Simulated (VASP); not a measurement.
Here is a VASP 6.6.1 calculation.

Contents of INCAR:

```
SYSTEM = SiO2
  PREC = Accurate
  ENCUT = 520
  EDIFF = 1E-7
  ISMEAR = 0
  SIGMA = 0.02
  LREAL = .False.
  LASPH = .True.
  NELM = 60
  ALGO = Normal
  ISIF = 2
  LWAVE = .False.
  LCHARG = .False.
  GGA = PS
  NBANDS = 34
```

File KPOINTS:

```
Automatic mesh
0
Gamma
  6 6 4
  0 0 0
```

Contents of POSCAR:

```
SiO2
1.0
    5.0802227336      0.0000000000      0.0000000000
   -2.5401113668      4.3996019442      0.0000000000
    0.0000000000      0.0000000000      5.5583697494
Si O
3 6
Direct
    0.0000000000      0.5000000000      0.3333333333
    0.5000000000      0.5000000000      0.6666666667
    0.5000000000      0.0000000000      0.0000000000
    0.5845091975      0.7922545988      0.8333333333
    0.7922545988      0.5845091975      0.5000000000
    0.7922545988      0.2077454012      0.1666666667
    0.4154908025      0.2077454012      0.8333333333
    0.2077454012      0.4154908025      0.5000000000
    0.2077454012      0.7922545988      0.1666666667
```

Potentials or basis: VASP PAW PBE potentials, release 64 (Si, O).

Run with:

```bash
$ cat potpaw_PBE.64/Si/POTCAR potpaw_PBE.64/O/POTCAR > POTCAR
$ mpirun -np 1 vasp_std > vasp.out
```

(1) Predict the largest force.

(2) What does it give for the band gap on the k mesh?

(3) What does it give for the pressure?

Answers

(1) 0.005 eV/Å.

(2) 5.55 eV, indirect (least direct gap 5.73 eV).

(3) 0.5 GPa.

Caveat: the PAW data sets were made with another functional, which shifts forces and pressure a little.
